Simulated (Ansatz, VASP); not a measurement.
## GaAs: VASP beside Ansatz

File INCAR:

```
SYSTEM = GaAs
  PREC = Accurate
  ENCUT = 520
  EDIFF = 1E-6
  ISMEAR = 0
  SIGMA = 0.05
  LREAL = .False.
  LASPH = .True.
  NELM = 60
  ALGO = Normal
  ISIF = 2
  LWAVE = .False.
  LCHARG = .True.
  GGA = PE
  LELF = .True.
  LVHAR = .True.
  NBANDS = 16
```

The input KPOINTS:

```
Automatic mesh
0
Gamma
  10 10 10
  0 0 0
```

Contents of POSCAR:

```
GaAs
1.0
    0.0000000000      2.7561787500      2.6855075000
    2.7561787500      0.0000000000      2.6855075000
    2.7561787500      2.7561787500      0.0000000000
Ga As
1 1
Direct
    0.0000000000      0.0000000000      0.0000000000
    0.7500000000      0.7500000000      0.7500000000
```

Input for Ansatz:

```yaml
crystal:
  lattice:
    - [0.0, 2.75617875, 2.6855075]
    - [2.75617875, 0.0, 2.6855075]
    - [2.75617875, 2.75617875, 0.0]
  atoms:
    - { symbol: Ga, position: [0.0, 0.0, 0.0] }
    - { symbol: As, position: [0.75, 0.75, 0.75] }
basis:
  ecutwfc: 420
kpoints:
  mp_grid: { grid: [10, 10, 10] }
hamiltonian:
  xc: pbe
scf:
  occupations: { method: gaussian, width: 0.05 }
output:
  forces: true
  stress: true
  eigenvalues: true
```

Change from the starting cell: strain -0.025 along x and y, -0.050 along z, atoms carried along.

Alike in both runs: task single point; functional PBE; k mesh 10 × 10 × 10; occupations gaussian, width 0.05 eV; no spin polarisation.

```csv
,VASP,Ansatz
version,VASP 6.6.1,Ansatz 0.2.0
potentials or method,"VASP PAW PBE potentials, release 64 (Ga_d, As), cutoff 520 eV","scalar-relativistic, plane waves, PAW"
valence electrons in the cell,18,28
```

```csv
,VASP,Ansatz,Ansatz less VASP
gap on the k mesh at the Fermi level (eV),1.00,1.01,+0.011
least direct gap on the mesh (eV),1.21,1.20,-0.010
pressure (GPa),13.2,13.0,-0.27
"traceless stress, the component that is largest in VASP (GPa)",0.94,0.94,+0.004
```

VASP's potentials hold 18 valence electrons a cell and Ansatz's 28, so a difference there can come from the potentials and not from the codes.
